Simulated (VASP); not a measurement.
# GeSe3 (P6_3/mmc) in VASP: a series of runs, part 2 of 2

VASP 6.6.1.

### 3 Single point, PBE

This run uses another cell than the first one, of 21.38 Å³/atom.

INCAR

```
ALGO     = Normal         # electronic algorithm
EDIFF    = 1E-7           # SCF threshold, eV
ENCUT    = 520            # plane-wave cutoff, eV
GGA      = PE             # functional
ISIF     = 2              # what is computed and relaxed
ISMEAR   = 0              # smearing method
LASPH    = True           # aspherical terms in the spheres
LCHARG   = False          # write CHGCAR
LREAL    = False          # projectors in reciprocal space
LWAVE    = False          # write WAVECAR
NBANDS   = 42             # bands
NELM     = 60             # most SCF steps
PREC     = Accurate       # precision mode
SIGMA    = 0.1            # smearing width, eV
```

KPOINTS

```
k-points
0
Gamma
  6 6 8
```

POSCAR

```
GeSe3
1.0
    6.0398006772      0.0000000000      0.0000000000
   -3.0199003386      5.2306208202      0.0000000000
    0.0000000000      0.0000000000      5.4146074253
Ge Se
2 6
Direct
    0.3333333333      0.6666666667      0.2500000000
    0.6666666667      0.3333333333      0.7500000000
    0.8223925856      0.6447851711      0.2500000000
    0.1776074144      0.8223925856      0.7500000000
    0.3552148289      0.1776074144      0.2500000000
    0.1776074144      0.3552148289      0.7500000000
    0.8223925856      0.1776074144      0.2500000000
    0.6447851711      0.8223925856      0.7500000000
```

Potentials or basis: VASP PAW PBE potentials, release 64 (Ge_d, Se).

Command:

```bash
cat potpaw_PBE.64/Ge_d/POTCAR potpaw_PBE.64/Se/POTCAR > POTCAR
mpirun -np 1 vasp_std > vasp.out
```

OUTCAR:

```text
EDIFF = 1E-7
   ENCUT = 520
   GGA = PE
   ISIF = 2
   ISMEAR = 0
   LASPH = True
   LREAL = False
   NELM = 60
   PREC = Accurate

 ion  position               nearest neighbor table
   1  0.333  0.667  0.250-
   2  0.667  0.333  0.750-
   3  0.822  0.645  0.250-
   4  0.178  0.822  0.750-
   5  0.355  0.178  0.250-
   6  0.178  0.355  0.750-
   7  0.822  0.178  0.250-
   8  0.645  0.822  0.750-

  LATTYP: Found a hexagonal cell.
 ALAT       =     6.0398006772
 C/A-ratio  =     0.8964877675

  Lattice vectors:

 A1 = (   6.0398006772,   0.0000000000,   0.0000000000)
 A2 = (  -3.0199003386,   5.2306208202,   0.0000000000)
 A3 = (   0.0000000000,   0.0000000000,   5.4146074253)

Analysis of symmetry for initial positions (statically):
=====================================================================
 Subroutine PRICEL returns:
 Original cell was already a primitive cell.

 Routine SETGRP: Setting up the symmetry group for a
 hexagonal supercell.

 Subroutine GETGRP returns: Found 24 space group operations
 (whereof 12 operations were pure point group operations)
 out of a pool of 24 trial point group operations.

The static configuration has the point symmetry D_3d.
 The point group associated with its full space group is D_6h.

Analysis of symmetry for dynamics (positions and initial velocities):
=====================================================================
 Subroutine PRICEL returns:
 Original cell was already a primitive cell.

 Routine SETGRP: Setting up the symmetry group for a
 hexagonal supercell.

[... 128 lines left out ...]
   NELECT =      64.0000    total number of electrons
   NUPDOWN=      -1.0000    fix difference up-down
   EMIN   =  10.00;   EMAX   =-10.00  energy-range for DOS
   EFERMI =   0.00;   METHOD = LEGACY
   ISMEAR =     0;   SIGMA  =   0.10  broadening in eV -4-tet -1-fermi 0-gaus
   EFERMI_NEDOS =   21; number of points for ismear=-14 and -15
   IALGO  =     38    algorithm
   IMIX   =      4    mixing-type and parameters
     AMIX     =   0.40;   BMIX     =  1.00
     AMIX_MAG =   1.60;   BMIX_MAG =  1.00
  volume/ion in A,a.u.               =      21.38       144.29
  Fermi-wavevector in a.u.,A,eV,Ry     =   1.179652  2.229219 18.933577  1.391579
  Thomas-Fermi vector in A             =   2.315959
   LORBIT       =      0    0 simple, 1 ext, 2 COOP (PROOUT), +10 PAW based schemes
   GGA     = PE    functional components
   LHFCALC =     F    Hartree Fock is set to
   AEXX    =    0.0000 exact exchange contribution
   IVDW    =     0    specifies the selected vdW correction
   LEPSILON=     F    determine dielectric tensor
   LRPA    =     F    only Hartree local field effects (RPA)
 non-spin polarized calculation
 Gauss-broadening in eV      SIGMA  =   0.10
  energy-cutoff  :      520.00
  volume of cell :      171.06
 maximum number of plane-waves:      4652
 NGX is ok and might be reduce to    48
   NGX = 23   NGY = 23   NGZ = 21

 number of electron      64.0000019 magnetization

 Free energy of the ion-electron system (eV)
  ---------------------------------------------------
  ext. energy  EPLUGINS =         0.00000000
  ---------------------------------------------------
  free energy    TOTEN  =       -26.68648450 eV

  energy without entropy =      -26.67325325  energy(sigma->0) =      -26.67986887

 E-fermi :   5.1593     XC(G=0): -10.3941

 val. band max:        5.1328277796   @ k =   0.1667   0.1667   0.0000
 cond. band min:       5.1785872605   @ k =   0.3333  -0.0000   0.3750
 fundamental gap:      0.0457594809
 Fermi energy:         5.1593054810

 k-point     1 :       0.0000    0.0000    0.0000
  band No.  band energies     occupation
      1     -20.0637      2.00000
      2     -20.0615      2.00000
      3     -20.0556      2.00000
      4     -20.0556      2.00000
      5     -20.0542      2.00000
      6     -20.0542      2.00000
[... 1069 lines left out ...]
     41       9.0801      0.00000
     42       9.3813      0.00000

 [... further k-points ...]
[... 5 lines left out ...]
  --------------------------------------------------------------------------------------
  -------------------------------------------------------------------------------------
  Total        0.0272804      0.0272804      0.0288774      0.0000000      0.0000000     -0.0000000
  in kB        0.2555159      0.2555159      0.2704743      0.0000000      0.0000000     -0.0000000
  external PRESSURE =       0.2605020 kB  Pullay stress =       0.0000000 kB

 VOLUME and BASIS-vectors are now :
 -----------------------------------------------------------------------------
  energy-cutoff  :      520.00
  volume of cell :      171.06
      direct lattice vectors                 reciprocal lattice vectors
     6.039800677  0.000000000  0.000000000     0.165568378  0.095590947  0.000000000
    -3.019900339  5.230620820  0.000000000     0.000000000  0.191181895  0.000000000
     0.000000000  0.000000000  5.414607425     0.000000000  0.000000000  0.184685596

 POSITION                                       TOTAL-FORCE (eV/Angst)
 -----------------------------------------------------------------------------------
     -0.00000      3.48708      1.35365         0.000000      0.000000     -0.000000
      3.01990      1.74354      4.06096         0.000000     -0.000000      0.000000
      3.01990      3.37263      1.35365        -0.000000      0.002100     -0.000000
     -1.41083      4.30162      4.06096        -0.001819      0.001050      0.000000
      1.60907      0.92900      1.35365        -0.001819     -0.001050      0.000000
     -0.00000      1.85799      4.06096         0.000000     -0.002100      0.000000
      4.43073      0.92900      1.35365         0.001819     -0.001050     -0.000000
      1.41083      4.30162      4.06096         0.001819      0.001050     -0.000000
 -----------------------------------------------------------------------------------
    total drift:                               -0.000000      0.000000     -0.000000

  FREE ENERGIE OF THE ION-ELECTRON SYSTEM (eV)
  ---------------------------------------------------
  free  energy   TOTEN  =       -26.6864844970 eV

  energy  without entropy=      -26.6732532472  energy(sigma->0) =      -26.67986887
```

OSZICAR:

```text
N       E                     dE             d eps       ncg     rms          rms(c)
DAV:   1     0.624201622403E+03    0.62420E+03   -0.28070E+04  3900   0.261E+03
DAV:   2     0.858889495486E+02   -0.53831E+03   -0.51116E+03  3038   0.776E+02
DAV:   3    -0.192673777245E+02   -0.10516E+03   -0.99110E+02  3570   0.174E+02
DAV:   4    -0.266769567588E+02   -0.74096E+01   -0.71986E+01  3400   0.525E+01
DAV:   5    -0.268904644033E+02   -0.21351E+00   -0.21210E+00  3336   0.960E+00    0.744E+00
DAV:   6    -0.267066924037E+02    0.18377E+00   -0.23441E-01  3650   0.351E+00    0.445E+00
DAV:   7    -0.266877811904E+02    0.18911E-01   -0.16270E-01  3584   0.171E+00    0.819E-01
DAV:   8    -0.266862893730E+02    0.14918E-02   -0.23478E-02  3554   0.123E+00    0.167E-01
DAV:   9    -0.266864374468E+02   -0.14807E-03   -0.14320E-03  3230   0.283E-01    0.663E-02
DAV:  10    -0.266864813004E+02   -0.43854E-04   -0.19375E-04  3272   0.626E-02    0.194E-02
DAV:  11    -0.266864851854E+02   -0.38850E-05   -0.12297E-05  3478   0.249E-02    0.748E-03
DAV:  12    -0.266864847433E+02    0.44206E-06   -0.33973E-06  2944   0.833E-03    0.236E-03
DAV:  13    -0.266864845671E+02    0.17626E-06   -0.48386E-07  2854   0.441E-03    0.423E-04
DAV:  14    -0.266864844970E+02    0.70113E-07   -0.34317E-08  1516   0.969E-04
   1 F= -.26686484E+02 E0= -.26679869E+02  d E =-.132312E-01
```

Run time: 2.3 min. Hardware: 1 thread of Intel Xeon 6975P-C (Granite Rapids), shared host; peak memory 0.41 GiB.

Results:

* Free energy: -26.6865 eV
* Pressure: 0.0 GPa
* Band gap on the k mesh: zero (bands 32 and 33 overlap by 2.16 eV)

Forces in eV/Å, atoms in the order of the input:
```
Ge   0.000  0.000  0.000
Ge   0.000  0.000  0.000
Se   0.000  0.002  0.000
Se  -0.002  0.001  0.000
Se  -0.002 -0.001  0.000
Se   0.000 -0.002  0.000
Se   0.002 -0.001  0.000
Se   0.002  0.001  0.000
```
